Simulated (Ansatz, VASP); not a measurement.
# One calculation of Mo, two programs

```
Mo
1.0
     2.71436    0.00000    0.00000
    -1.35718    2.35070    0.00000
     0.00000    0.00000    9.59098
Mo
4
Cartesian
  1.3572 2.3507 9.5910
  2.7144 0.0000 4.7955
  0.0000 1.5671 2.3977
  1.3572 0.7836 7.1932
```

Alike in both runs: task single point; functional r2SCAN; k mesh 15 × 15 × 4; occupations fermi-dirac, width 0.1 eV; no spin polarisation.

|  | VASP | Ansatz |
| --- | --- | --- |
| version | VASP 6.6.1 | Ansatz 0.2.0 |
| potentials or method | VASP PAW PBE potentials, release 64 (Mo_sv), cutoff 520 eV | plane waves (500 eV) with PAW, scalar-relativistic |
| valence electrons in the cell | 56 | 56 |

Ansatz gave:

```
pressure (GPa)                                                : 11.0
traceless stress, the component that is largest in VASP (GPa) : -1.78
```

**Question.** Which values does VASP return?

**Answer.** Pressure (GPa): 12.2; traceless stress, the component that is largest in VASP (GPa): -1.95.

VASP's potentials were made for PBE, not for r2SCAN.
